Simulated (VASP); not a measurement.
Here is a VASP 6.6.1 calculation.

INCAR

```
  ALGO = Normal
  EDIFF = 1E-6
  ENCUT = 520
  GGA = RP
  ISIF = 2
  ISMEAR = -1
  ISPIN = 2
  IVDW = 12
  LASPH = True
  LCHARG = False
  LMAXMIX = 4
  LORBIT = 11
  LREAL = False
  LWAVE = False
  MAGMOM = 1 0
  NBANDS = 19
  NELM = 150
  PREC = Accurate
  SIGMA = 0.05
```

The input KPOINTS:

```
k-points
0
Gamma
  11 11 11
```

POSCAR

```
NiO
1.0
    0.0000000000      2.0807207479      2.0807207479
    2.0807207479      0.0000000000      2.0807207479
    2.0807207479      2.0807207479      0.0000000000
Ni O
1 1
Direct
    0.0000000000      0.0000000000      0.0000000000
    0.5000000000      0.5000000000      0.5000000000
```

Potentials or basis: VASP PAW PBE potentials, release 64 (Ni, O).

Launch:

```console
$ cat potpaw_PBE.64/Ni/POTCAR potpaw_PBE.64/O/POTCAR > POTCAR
$ mpirun -np 1 vasp_std > vasp.out
```

What does it give for the site moments?

Ni +1.47; O +0.27 μB.

What does it give for the net moment?

1.78 μB per cell.

Estimate the pressure.

-0.3 GPa.

Caveat: the PAW data sets were made with another functional, which shifts forces and pressure a little; a cell with one magnetic atom can't hold antiferromagnetic order, which such compounds often take; semilocal functionals often make such compounds metallic where correlation or magnetic order opens a gap, which also shifts bond lengths.

**Measured values to compare with.**

From “Local correlations, non-local screening, multiplets, and band formation in NiO”, 2012, arxiv:1210.6675, for a bulk crystal of NiO: band gap 4.3 eV.

A measured gap of NiO is 4.3 eV (quoted in “Local correlations, non-local screening, multiplets, and band formation in NiO”, 2012, arxiv:1210.6675); the calculated 0.00 eV misses it by -4.30 eV. So large a miss can be the level of theory's own, or it may mean another phase, state or a wrong row. The value is that of RPBE+D3(BJ) on a finite k mesh, which can miss the band edges, without temperature or zero-point motion. Semilocal functionals fall short of measured gaps as a rule. The run's magnetic order (collinear spin, ferromagnetic start) needn't be the measured crystal's.
